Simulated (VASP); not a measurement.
# Os (P6_3/mmc) in VASP: a series of runs

Aim: see how the results for Os move with the level of theory and the settings. Levels: BLYP, r2SCAN+rVV10, r2SCAN+D3(BJ). Tasks: single point.

Program: VASP 6.6.1. These are calculated values, not measurements. Logs are shortened: lines on timing, memory, paths and dates and some standing lists are left out, and cuts for length are marked.

## (1) The cell of the first run

Symmetry: P6_3/mmc, No. 194, hexagonal system. The conventional cell has a = 2.678 Å, b = 2.678 Å, c = 4.232 Å, α = 90.00°, β = 90.00°, γ = 120.00°. Within 3.5 Å of Os (site symmetry -6m2) lie 12 Os at 2.62 to 2.68 Å.

## (2) Single point, BLYP

INCAR reads:

```
AGGAC    = 1.0          
AGGAX    = 1.0          
ALDAC    = 0.0          
ALDAX    = 1.0          
ALGO     = Normal         # electronic algorithm
EDIFF    = 1E-6           # SCF threshold, eV
ENCUT    = 560            # plane-wave cutoff, eV
GGA      = B5             # functional
GGA_COMPAT= F            
ISIF     = 2              # what is computed and relaxed
ISMEAR   = -1             # smearing method
LASPH    = T              # aspherical terms in the spheres
LCHARG   = T              # write CHGCAR
LELF     = T              # ELF
LREAL    = F              # projectors in reciprocal space
LVHAR    = T            
LWAVE    = F              # write WAVECAR
NBANDS   = 23             # bands
NELM     = 120            # most SCF steps
PREC     = Accurate       # precision mode
SIGMA    = 0.05           # smearing width, eV
```

KPOINTS reads:

```
k-points
0
Gamma
  11 11 6
```

POSCAR reads:

```
Os
1.0
    2.6782863798      0.0000000000      0.0000000000
   -1.3391431899      2.3194640436      0.0000000000
    0.0000000000      0.0000000000      4.2315181138
Os
2
Direct
    0.6666666667      0.3333333333      0.7500000000
    0.3333333333      0.6666666667      0.2500000000
```

Potentials or basis: VASP PAW PBE potentials, release 64 (Os_sv_GW).

Run with:

```console
cat potpaw_PBE.64/Os_sv_GW/POTCAR > POTCAR
mpirun -np 1 vasp_std > vasp.out
```

OUTCAR:

```text
EDIFF = 1E-6
   ENCUT = 560
   GGA = B5
   ISIF = 2
   ISMEAR = -1
   LASPH = T
   LREAL = F
   NELM = 120
   PREC = Accurate

 ion  position               nearest neighbor table
   1  0.667  0.333  0.750-   2 2.62   2 2.62   2 2.62   2 2.62   2 2.62   2 2.62
   2  0.333  0.667  0.250-   1 2.62   1 2.62   1 2.62   1 2.62   1 2.62   1 2.62

  LATTYP: Found a hexagonal cell.
 ALAT       =     2.6782863798
 C/A-ratio  =     1.5799348963

  Lattice vectors:

 A1 = (   2.6782863798,   0.0000000000,   0.0000000000)
 A2 = (  -1.3391431899,   2.3194640436,   0.0000000000)
 A3 = (   0.0000000000,   0.0000000000,   4.2315181138)

Analysis of symmetry for initial positions (statically):
=====================================================================
 Subroutine PRICEL returns:
 Original cell was already a primitive cell.

 Routine SETGRP: Setting up the symmetry group for a
 hexagonal supercell.

 Subroutine GETGRP returns: Found 24 space group operations
 (whereof 12 operations were pure point group operations)
 out of a pool of 24 trial point group operations.

The static configuration has the point symmetry D_3d.
 The point group associated with its full space group is D_6h.

Analysis of symmetry for dynamics (positions and initial velocities):
=====================================================================
 Subroutine PRICEL returns:
 Original cell was already a primitive cell.

 Routine SETGRP: Setting up the symmetry group for a
 hexagonal supercell.

 Subroutine GETGRP returns: Found 24 space group operations
 (whereof 12 operations were pure point group operations)
 out of a pool of 24 trial point group operations.

The dynamic configuration has the point symmetry D_3d.
 The point group associated with its full space group is D_6h.

 Subroutine INISYM returns: Found 24 space group operations
 (whereof 12 operations are pure point group operations),
 and found     1 'primitive' translations

----------------------------------------------------------------------------------------

                                     Primitive cell

  volume of cell :      26.2870

  direct lattice vectors                    reciprocal lattice vectors
     2.678286380  0.000000000  0.000000000     0.373373067  0.215567041  0.000000000
    -1.339143190  2.319464044  0.000000000     0.000000000  0.431134081  0.000000000
     0.000000000  0.000000000  4.231518114     0.000000000  0.000000000  0.236321805

  length of vectors
     2.678286380  2.678286380  4.231518114     0.431134082  0.431134081  0.236321805

  position of ions in fractional coordinates (direct lattice)
     0.666666667  0.333333333  0.750000000
     0.333333333  0.666666667  0.250000000

  ion indices of the primitive-cell ions
   primitive index   ion index
                 1           1
                 2           2

----------------------------------------------------------------------------------------

 KPOINTS: k-points

Automatic generation of k-mesh.
 Grid dimensions read from file:
 generate k-points for:   11   11    6

 Generating k-lattice:

  Cartesian coordinates                     Fractional coordinates (reciprocal lattice)
     0.033943006  0.019597004  0.000000000     0.090909091  0.000000000  0.000000000
     0.000000000  0.039194007  0.000000000     0.000000000  0.090909091  0.000000000
     0.000000000  0.000000000  0.039386968     0.000000000  0.000000000  0.166666667

  Length of vectors
     0.039194007  0.039194007  0.039386968

  Shift w.r.t. Gamma in fractional coordinates (k-lattice)
     0.000000000  0.000000000  0.000000000

 Subroutine IBZKPT returns following result:
 ===========================================

 Found     64 irreducible k-points:

 Following reciprocal coordinates:
            Coordinates               Weight
  0.000000  0.000000  0.000000      1.000000
  0.090909  0.000000  0.000000      6.000000
  0.181818  0.000000  0.000000      6.000000
  0.272727  0.000000  0.000000      6.000000
  0.363636  0.000000  0.000000      6.000000
  0.454545 -0.000000  0.000000      6.000000
[... 16 lines left out ...]
  0.090909  0.090909  0.166667     12.000000
  0.181818  0.090909  0.166667     24.000000
 [... further k-points ...]
   k-points           NKPTS =     64   k-points in BZ     NKDIM =     64   number of bands    NBANDS=     23
   number of dos      NEDOS =    301   number of ions     NIONS =      2
   total plane-waves  NPLWV =  20736
   dimension x,y,z NGX =    24 NGY =   24 NGZ =   36
   dimension x,y,z NGXF=    48 NGYF=   48 NGZF=   72
   ions per type =               2
   NGX,Y,Z   is equivalent  to a cutoff of  14.90, 14.90, 14.14 a.u.
   NGXF,Y,Z  is equivalent  to a cutoff of  29.79, 29.79, 28.29 a.u.
 SYSTEM =  unknown system
   PREC   = accura    normal or accurate (medium, high low for compatibility)
   ISTART =      0    job   : 0-new  1-cont  2-samecut
   ICHARG =      2    charge: 1-file 2-atom 10-const
   ISPIN  =      1    spin polarized calculation?
   LNONCOLLINEAR =      F non collinear calculations
   LSORBIT =      F    spin-orbit coupling
   LASPH  =      T    aspherical Exc in radial PAW
   ENCUT  =  560.0 eV  41.16 Ry    6.42 a.u.   5.17  5.17  8.16*2*pi/ulx,y,z
   NELM   =    120;   NELMIN=  2; NELMDL= -5     # of ELM steps
   EDIFF  = 0.1E-05   stopping-criterion for ELM
   LREAL  =      F    real-space projection
   EDIFFG = 0.1E-04   stopping-criterion for IOM
   NSW    =      0    number of steps for IOM
   IBRION =     -1    ionic relax: 0-MD 1-quasi-New 2-CG
   NFREE  =      0    steps in history (QN), initial steepest desc. (CG)
   ISIF   =      2    stress and relaxation
   ISYM   =      2    0-nonsym 1-usesym 2-fastsym
   POTIM  = 0.5000    time-step for ionic-motion
   TEBEG  =    0.0;   TEEND  =   0.0 temperature during run
   PSTRESS=    0.0 pullay stress
   NELECT =      32.0000    total number of electrons
   NUPDOWN=      -1.0000    fix difference up-down
   EMIN   =  10.00;   EMAX   =-10.00  energy-range for DOS
   EFERMI =   0.00;   METHOD = LEGACY
   ISMEAR =    -1;   SIGMA  =   0.05  broadening in eV -4-tet -1-fermi 0-gaus
   EFERMI_NEDOS =   21; number of points for ismear=-14 and -15
   IALGO  =     38    algorithm
   IMIX   =      4    mixing-type and parameters
     AMIX     =   0.40;   BMIX     =  1.00
     AMIX_MAG =   1.60;   BMIX_MAG =  1.00
  volume/ion in A,a.u.               =      13.14        88.70
  Fermi-wavevector in a.u.,A,eV,Ry     =   1.748013  3.303265 41.573251  3.055548
  Thomas-Fermi vector in A             =   2.819202
   LORBIT       =      0    0 simple, 1 ext, 2 COOP (PROOUT), +10 PAW based schemes
   GGA     = B5    functional components
   LHFCALC =     F    Hartree Fock is set to
   AEXX    =    0.0000 exact exchange contribution
   IVDW    =     0    specifies the selected vdW correction
   LEPSILON=     F    determine dielectric tensor
   LRPA    =     F    only Hartree local field effects (RPA)
 non-spin polarized calculation
  energy-cutoff  :      560.00
  volume of cell :       26.29
 maximum number of plane-waves:       808
 NGX is ok and might be reduce to    24
   NGX = 11   NGY = 11   NGZ = 17

 number of electron      32.0000000 magnetization

 Free energy of the ion-electron system (eV)
  ---------------------------------------------------
  ext. energy  EPLUGINS =         0.00000000
  ---------------------------------------------------
  free energy    TOTEN  =       -20.94941680 eV

  energy without entropy =      -20.93622266  energy(sigma->0) =      -20.94281973

 E-fermi :  15.5337     XC(G=0): -14.2973

 val. band max:       15.5282024515   @ k =   0.4545   0.0909   0.5000
 cond. band min:      15.5842360053   @ k =   0.3636   0.0909   0.3333
 fundamental gap:      0.0560335538
 Fermi energy:        15.5336908044

 k-point     1 :       0.0000    0.0000    0.0000
  band No.  band energies     occupation
      1     -70.7033      2.00000
      2     -70.5455      2.00000
      3     -31.1315      2.00000
      4     -29.9522      2.00000
      5     -29.9522      2.00000
      6     -29.7322      2.00000
[... 15 lines left out ...]
     22      29.1797      0.00000
     23      31.5935      0.00000

 k-point     2 :       0.0909    0.0000    0.0000
  band No.  band energies     occupation
      1     -70.6941      2.00000
      2     -70.5422      2.00000
      3     -31.0962      2.00000
      4     -30.0284      2.00000
      5     -29.9779      2.00000
      6     -29.8115      2.00000
[... 15 lines left out ...]
     22      29.9393      0.00000
     23      32.0488      0.00000

 k-point     3 :       0.1818    0.0000    0.0000
  band No.  band energies     occupation
      1     -70.6693      2.00000
      2     -70.5337      2.00000
      3     -30.9965      2.00000
      4     -30.2318      2.00000
      5     -30.0438      2.00000
      6     -30.0188      2.00000
[... 15 lines left out ...]
     22      31.5586      0.00000
     23      32.4910      0.00000

 k-point     4 :       0.2727    0.0000    0.0000
  band No.  band energies     occupation
      1     -70.6353      2.00000
      2     -70.5248      2.00000
      3     -30.8481      2.00000
      4     -30.4966      2.00000
      5     -30.2791      2.00000
      6     -30.1272      2.00000
[... 15 lines left out ...]
     22      29.8486      0.00000
     23      31.0515      0.00000

 k-point     5 :       0.3636    0.0000    0.0000
  band No.  band energies     occupation
      1     -70.6000      2.00000
      2     -70.5193      2.00000
      3     -30.7370      2.00000
      4     -30.6798      2.00000
      5     -30.5065      2.00000
      6     -30.1998      2.00000
[... 434 lines left out ...]
 k-point    22 :       0.4545   -0.0000    0.1667
  band No.  band energies     occupation
      1     -70.5717      2.00000
      2     -70.5231      2.00000
      3     -30.9511      2.00000
      4     -30.7203      2.00000
      5     -30.4166      2.00000
      6     -30.2177      2.00000
[... 15 lines left out ...]
     22      27.4955      0.00000
     23      28.9822      0.00000

 k-point    23 :       0.0909    0.0909    0.1667
  band No.  band energies     occupation
      1     -70.6679      2.00000
      2     -70.5461      2.00000
      3     -30.9583      2.00000
      4     -30.1257      2.00000
      5     -30.0675      2.00000
      6     -29.9692      2.00000
[... 15 lines left out ...]
     22      30.5924      0.00000
     23      32.7541      0.00000

 k-point    24 :       0.1818    0.0909    0.1667
  band No.  band energies     occupation
      1     -70.6396      2.00000
      2     -70.5359      2.00000
      3     -30.8711      2.00000
      4     -30.3282      2.00000
      5     -30.2665      2.00000
      6     -30.0696      2.00000
[... 15 lines left out ...]
     22      31.4198      0.00000
     23      32.1081      0.00000

 [... further k-points ...]

------------------------ aborting loop because EDIFF is reached ----------------------------------------

  FORCE on cell =-STRESS in cart. coord.  units (eV):
  Direction    XX          YY          ZZ          XY          YZ          ZX
  --------------------------------------------------------------------------------------
  -------------------------------------------------------------------------------------
  Total        9.6446697      9.6446697     10.1409386      0.0000000      0.0000000     -0.0000000
  in kB      587.8372203    587.8372203    618.0845297      0.0000000      0.0000000     -0.0000000
  external PRESSURE =     597.9196568 kB  Pullay stress =       0.0000000 kB

 VOLUME and BASIS-vectors are now :
 -----------------------------------------------------------------------------
  energy-cutoff  :      560.00
  volume of cell :       26.29
      direct lattice vectors                 reciprocal lattice vectors
     2.678286380  0.000000000  0.000000000     0.373373067  0.215567041  0.000000000
    -1.339143190  2.319464044  0.000000000     0.000000000  0.431134081  0.000000000
     0.000000000  0.000000000  4.231518114     0.000000000  0.000000000  0.236321805

 POSITION                                       TOTAL-FORCE (eV/Angst)
 -----------------------------------------------------------------------------------
      1.33914      0.77315      3.17364         0.000000      0.000000      0.000000
     -0.00000      1.54631      1.05788        -0.000000     -0.000000      0.000000
 -----------------------------------------------------------------------------------
    total drift:                                0.000000     -0.000000      0.000000

  FREE ENERGIE OF THE ION-ELECTRON SYSTEM (eV)
  ---------------------------------------------------
  free  energy   TOTEN  =       -20.9494168032 eV

  energy  without entropy=      -20.9362226622  energy(sigma->0) =      -20.94281973
```

It took 59 s on 1 thread of AMD EPYC 7R13 (Zen 3), shared host; peak memory 0.15 GiB.

Results:

| Quantity | Value |
| --- | --- |
| Free energy | -20.9494 eV |
| Pressure | 59.8 GPa |
| Band gap on the k mesh | zero (bands 16 and 17 overlap by 4.29 eV) |

Caveat: the cell stands under pressure; the PAW data sets were made with another functional, which shifts forces and pressure a little; spin-orbit coupling is left out, which moves the levels of the heavy elements.

## (3) Single point, r2SCAN+rVV10

This run uses another cell than the first one, of 13.42 Å³/atom.

POSCAR reads:

```
Os
1.0
    2.6971481730      0.0000000000      0.0000000000
   -1.3485740865      2.3357988356      0.0000000000
    0.0000000000      0.0000000000      4.2613185190
Os
2
Direct
    0.6666666667      0.3333333333      0.7500000000
    0.3333333333      0.6666666667      0.2500000000
```

INCAR.step1 reads:

```
ALGO = Normal
EDIFF = 1E-5
ENCUT = 620
GGA = PE
GGA_COMPAT = F
ISMEAR = -1
LASPH = T
LCHARG = F
LREAL = F
LWAVE = T
NBANDS = 23
NELM = 120
PREC = Accurate
SIGMA = 0.05
```

INCAR.step2 reads:

```
ALGO = Normal
BPARAM = 11.95
CPARAM = 0.0093
EDIFF = 1E-6
ENCUT = 620
GGA_COMPAT = F
ISIF = 2
ISMEAR = -1
ISTART = 1
IVDW_NL = 2
LASPH = T
LCHARG = F
LMIXTAU = T
LREAL = F
LUSE_VDW = T
LWAVE = F
METAGGA = R2SCAN
NBANDS = 23
NELM = 120
PREC = Accurate
SIGMA = 0.05
```

KPOINTS is that of step 2.

Potentials or basis: VASP PAW PBE potentials, release 64 (Os_sv_GW).

Run with:

```console
cat potpaw_PBE.64/Os_sv_GW/POTCAR > POTCAR
cp INCAR.step1 INCAR
mpirun -np 1 vasp_std > vasp.out
cp INCAR.step2 INCAR
mpirun -np 1 vasp_std > vasp.out
```

Wall time 2.3 min (1 thread of AMD EPYC 9R45 (Zen 5), shared host); peak memory 0.26 GiB.

It converged, with:

```
Free energy            : -107.6048 eV
Pressure               : 17.5 GPa
Band gap on the k mesh : zero (bands 16 and 17 overlap by 4.34 eV)
```

Stress tensor (GPa, compression positive):
```
17.26  0.00  0.00
 0.00 17.26  0.00
 0.00  0.00 18.09
```

Levels at points of the mesh, in eV from the Fermi level:
```csv
k point,band 14,band 15,band 16,band 17,band 18,band 19
"(0.00, 0.00, 0.00)",-2.38,-2.38,-1.68,-1.68,0.03,1.92
"(0.00, 0.00, 0.50)",-3.53,-3.53,-3.53,1.06,1.06,1.06
```

Caveat: the cell stands under pressure; the PAW data sets were made with another functional, which shifts forces and pressure a little; spin-orbit coupling is left out, which moves the levels of the heavy elements.

## (4) Single point, r2SCAN+D3(BJ)

This run uses another cell than the first one, of 13.70 Å³/atom.

POSCAR reads:

```
Os
1.0
    2.7157497827      0.0000000000      0.0000000000
   -1.3578748913      2.3519083021      0.0000000000
    0.0000000000      0.0000000000      4.2907078513
Os
2
Direct
    0.6666666667      0.3333333333      0.7500000000
    0.3333333333      0.6666666667      0.2500000000
```

INCAR.step1 reads:

```
PREC = Accurate ; ENCUT = 620
ISMEAR = -1 ; SIGMA = 0.05
LREAL = F ; LASPH = T
NELM = 120 ; NBANDS = 23
GGA = PE ; ALGO = Normal
EDIFF = 1E-5 ; LWAVE = T
LCHARG = F ; GGA_COMPAT = F
```

INCAR.step2 reads:

```
PREC = Accurate ; ENCUT = 620
EDIFF = 1E-6 ; ISMEAR = -1
SIGMA = 0.05 ; LREAL = F
LASPH = T ; NELM = 120
ALGO = Normal ; ISIF = 2
LWAVE = F ; LCHARG = F
METAGGA = R2SCAN ; LMIXTAU = T
IVDW = 12 ; VDW_S6 = 1.0
VDW_S8 = 0.78981345 ; VDW_A1 = 0.49484001
VDW_A2 = 5.73083694 ; NBANDS = 23
ISTART = 1 ; GGA_COMPAT = F
```

KPOINTS reads:

```
Automatic mesh
0
Gamma
  11 11 6
```

Run with:

```console
cat potpaw_PBE.64/Os_sv_GW/POTCAR > POTCAR
cp INCAR.step1 INCAR
mpirun -np 1 vasp_std > vasp.out
cp INCAR.step2 INCAR
mpirun -np 1 vasp_std > vasp.out
```

It took 2.6 min on 1 thread of Intel Xeon Platinum 8259CL at 2.50GHz (Skylake/Cascade Lake), shared host; peak memory 0.2 GiB.

The run converged. Its results:

```yaml
Free_energy: -108.7820 eV
Pressure: 5.8 GPa
Band_gap_on_the_k_mesh: zero (bands 16 and 17 overlap by 4.20 eV)
Dispersion_energy_per_atom: -0.313 eV
```

Levels at points of the mesh, in eV from the Fermi level:
```tsv
k point	band 12	band 13	band 14	band 15	band 16	band 17	band 18	band 19	band 20	band 21
(0.00, 0.00, 0.00)	-3.21	-2.93	-2.31	-2.31	-1.63	-1.63	0.03	1.86	1.86	9.83
(0.00, 0.00, 0.50)	-3.77	-3.42	-3.42	-3.42	-3.42	1.02	1.02	1.02	1.02	13.66
```

Caveat: the cell stands under pressure; the PAW data sets were made with another functional, which shifts forces and pressure a little; spin-orbit coupling is left out, which moves the levels of the heavy elements.

## (5) Overview

| level | cell | cutoff (eV) | gap on the mesh (eV) | pressure (GPa) |
| --- | --- | --- | --- | --- |
| BLYP | a = 2.678, b = 2.678, c = 4.232 Å, angles 90.0, 90.0, 120.0°, 2 atoms | 560 | none | 59.8 |
| r2SCAN+rVV10 | a = 2.697, b = 2.697, c = 4.261 Å, angles 90.0, 90.0, 120.0°, 2 atoms | 620 | none | 17.5 |
| r2SCAN+D3(BJ) | a = 2.716, b = 2.716, c = 4.291 Å, angles 90.0, 90.0, 120.0°, 2 atoms | 620 | none | 5.8 |

Alike in all rows: task single point; potentials or basis VASP PAW PBE potentials, release 64 (Os_sv_GW); no spin polarisation; k mesh 11 × 11 × 6; smearing fermi-dirac 0.05 eV.

Caveats: the cell stands under pressure; the PAW data sets were made with another functional, which shifts forces and pressure a little; spin-orbit coupling is left out, which moves the levels of the heavy elements.

Absolute energies hang on the potentials; compare differences alone.

The gap in the log of VASP goes by the Fermi energy; the results here count the filled bands.